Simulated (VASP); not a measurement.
Runs of VASP 6.6.1 on Cu2O. The structure is that of space group Pn-3m (No. 224), or close to it. The cells are those of the table. 

```csv
cell,gap on the mesh (eV),pressure (GPa)
"atoms relaxed from a = 4.325 Å, 6 atoms",0.44,-1.3
"atoms relaxed from a = 4.297 Å, 6 atoms",(a),0.8
"atoms relaxed from a = 4.352 Å, 6 atoms",0.40,-3.2
"atoms relaxed from a = 4.269 Å, 6 atoms",0.53,3.2
"atoms relaxed from a = 4.269, b = 4.269, c = 4.183 Å, 6 atoms",(b),5.9
"atoms relaxed from a = 4.269, b = 4.269, c = 4.354 Å, 6 atoms",0.47,0.9
```

Alike in all rows: task relaxation of the atoms; level PBE; potentials or basis VASP PAW PBE potentials, release 64 (Cu, O); no spin polarisation; k mesh 7 × 7 × 7; cutoff (eV) 520; smearing fermi-dirac 0.02 eV.

Question: Estimate the missing entries.

Answer: (a) 0.48; (b) 0.54.

Caveats: the relaxation stopped at its first step, so nothing moved; an odd mesh through Γ misses points on the zone boundary, where band edges can lie.
